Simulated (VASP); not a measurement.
Here is a VASP 6.6.1 calculation.

Contents of POSCAR:

```
Ag
1.0
    0.0000000000      2.0562785400      2.0562785400
    2.0562785400      0.0000000000      2.0562785400
    2.0562785400      2.0562785400      0.0000000000
Ag
1
Direct
    0.0000000000      0.0000000000      0.0000000000
```

The input INCAR.step1:

```
SYSTEM = Ag
ALGO = Normal
EDIFF = 1E-5
ENCUT = 510
GGA = PE
GGA_COMPAT = .FALSE.
ISIF = 2
ISMEAR = -1
LASPH = .TRUE.
LCHARG = .FALSE.
LREAL = .FALSE.
LWAVE = .TRUE.
NBANDS = 16
NELM = 120
PREC = Accurate
SIGMA = 0.05
```

File INCAR.step2:

```
SYSTEM = Ag
AEXX = 0.25
ALGO = Normal
EDIFF = 1E-6
ENCUT = 510
GGA_COMPAT = .FALSE.
ISIF = 2
ISMEAR = -1
ISTART = 1
LASPH = .TRUE.
LCHARG = .FALSE.
LHFCALC = .TRUE.
LMIXTAU = .TRUE.
LREAL = .FALSE.
LWAVE = .FALSE.
METAGGA = R2SCAN
NBANDS = 16
NELM = 120
PREC = Accurate
PRECFOCK = Normal
SIGMA = 0.05
```

File KPOINTS:

```
k-points
0
G
  6 6 6
  0 0 0
```

Potentials or basis: VASP PAW PBE potentials, release 64 (Ag_sv_GW).

Command:

```console
$ cat potpaw_PBE.64/Ag_sv_GW/POTCAR > POTCAR
$ cp INCAR.step1 INCAR
$ mpirun -np 1 vasp_std > vasp.out
$ cp INCAR.step2 INCAR
$ mpirun -np 1 vasp_std > vasp.out
```

(1) Predict the band gap on the k mesh.

(2) Estimate the pressure.

Results:

(1) zero (an odd number of electrons rules out a gap without spin polarisation).

(2) -1.9 GPa.

Caveat: the k points lie up to 0.44 Å⁻¹ apart, too coarse for converged energies and pressures of a metal; the PAW data sets were made with another functional, which shifts forces and pressure a little.
